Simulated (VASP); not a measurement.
Wanted: the native input for a VASP 6.6.1 run.

| Quantity | Value |
| --- | --- |
| Task | relaxation of cell and atoms |
| Functional | r2SCAN |
| Dispersion | D3(BJ) |
| Potentials or basis | VASP PAW PBE potentials, release 64 (Y_sv) |
| Cutoff | 600 eV |
| k mesh | 8 × 8 × 8 |
| Occupations | fermi-dirac, width 0.05 eV |
| Spin | no spin polarisation |
| Target pressure | 5 GPa |
| Dipole correction | no |
| Further INCAR settings | ALGO = Normal; EDIFF = 1e-07; IBRION = 2; EDIFFG = -0.03; NSW = 60; ISIF = 3 |

Crystal: Y.

```xyz
1
Lattice="3.3100 0.0000 0.0000 0.0000 3.3100 0.0000 0.0000 0.0000 3.3100" Properties=species:S:1:pos:R:3 pbc="T T T"
Y     0.0000    0.0000    0.0000
```

This isn't the form of Y at room conditions, which is hcp.

These files were run (other wordings do the same):

POSCAR

```
Y
1.0
    3.3100000000      0.0000000000      0.0000000000
    0.0000000000      3.3100000000      0.0000000000
    0.0000000000      0.0000000000      3.3100000000
Y
1
Direct
    0.0000000000      0.0000000000      0.0000000000
```

INCAR.step1

```
SYSTEM = Y
PREC = Accurate ; ENCUT = 600
ISMEAR = -1 ; SIGMA = 0.05
LREAL = .False. ; LASPH = .True.
NELM = 80 ; GGA = PE
ALGO = Normal ; EDIFF = 1E-4
LWAVE = .True. ; LCHARG = .False.
```

INCAR.step2

```
SYSTEM = Y
PREC = Accurate ; ENCUT = 600
EDIFF = 1E-7 ; ISMEAR = -1
SIGMA = 0.05 ; LREAL = .False.
LASPH = .True. ; NELM = 80
ALGO = Normal ; ISIF = 3
LWAVE = .False. ; LCHARG = .False.
METAGGA = R2SCAN ; LMIXTAU = .True.
IVDW = 12 ; VDW_S6 = 1.0
VDW_S8 = 0.78981345 ; VDW_A1 = 0.49484001
VDW_A2 = 5.73083694 ; IBRION = 2
NSW = 60 ; EDIFFG = -0.03
PSTRESS = 50.0 ; ISTART = 1
```

KPOINTS

```
regular mesh
0
Gamma
  8 8 8
  0 0 0
```

Potentials or basis: VASP PAW PBE potentials, release 64 (Y_sv).

Run with:

```sh
$ cat potpaw_PBE.64/Y_sv/POTCAR > POTCAR
$ cp INCAR.step1 INCAR
$ mpirun -np 1 vasp_std > vasp.out
$ cp INCAR.step2 INCAR
$ mpirun -np 1 vasp_std > vasp.out
```

It gave:

The relaxed volume is 28.78 Å³/atom, the relaxed cell is a = 3.065 Å, b = 3.065 Å, c = 3.065 Å, α = 90.00°, β = 90.00°, γ = 90.00° and the space group after relaxing (to 0.1 Å) is Pm-3m (No. 221). The energy change on relaxing (the run minimises the enthalpy) is +45.9 meV/atom and the ionic steps are 3. The pressure after relaxing is 5.0 GPa. The band gap on the k mesh is zero (an odd number of electrons rules out a gap without spin polarisation). The dispersion energy per atom is -0.182 eV.

Caveat: the cell is relaxed towards a set pressure, so the run minimises the enthalpy, not the energy; the volume moved by over 15 % at a fixed basis, so the end points are rough; the PAW data sets were made with another functional, which shifts forces and pressure a little.

Wall time 2.8 min on 1 thread of Intel(R) Xeon(R) 6975P-C (Granite Rapids), with other jobs on the host, peak memory 0.2 GiB.
